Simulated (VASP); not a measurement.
## WC: single point with PBEsol

The system is WC.

```
W C
1.0
     3.12447    0.00000    0.00000
    -1.56224    2.70587    0.00000
     0.00000    0.00000    2.43796
W C
1 1
Direct
  0.00000 0.00000 0.00000
  0.66667 0.33333 0.50000
```

This cell differs from its parent crystal: ratio of the length along z to the lengths across it x 0.8, volume and fractional coordinates fixed.

| Quantity | Value |
| --- | --- |
| Program | VASP 6.6.1 |
| Task | single point |
| Functional | PBEsol |
| Potentials or basis | VASP PAW PBE potentials, release 64 (W_sv, C_h) |
| Cutoff | 910 eV |
| k mesh | 21 × 21 × 18 |
| Occupations | gaussian, width 0.15 eV |
| Spin | no spin polarisation |
| Dipole correction | no |
| Second run | hard_potentials |
| Further INCAR settings | ALGO = Normal; EDIFF = 1e-06; NBANDS = 16 |

* Pressure: 27.3 GPa
* Band gap on the k mesh: zero (band 9 reaches 14.20 eV, above the bottom of band 10 at 10.63 eV)

Stress tensor (GPa, compression positive):
```
-29.88   0.00   0.00
  0.00 -29.88   0.00
  0.00   0.00 141.67
```

Levels at points of the mesh, in eV from the Fermi level:
| k point | band 7 | band 8 | band 9 | band 10 | band 11 | band 12 |
| --- | --- | --- | --- | --- | --- | --- |
| (0.00, 0.00, 0.00) | -5.26 | -5.20 | 2.45 | 4.15 | 4.19 | 4.19 |
| (0.00, 0.00, 0.50) | -4.35 | -4.35 | -0.59 | -0.59 | 2.98 | 2.98 |

Run time: 83 s on 1 thread of Intel(R) Xeon(R) 6975P-C (Granite Rapids), on a shared host, peak memory 0.46 GiB.

Caveat: the cutoff is under 1.25 times the usual one of these potentials, so pressure, stress and relaxed cells hold a basis-set (Pulay) error; the PAW data sets were made with another functional, which shifts forces and pressure a little; spin-orbit coupling is left out, which moves the levels of the heavy elements.
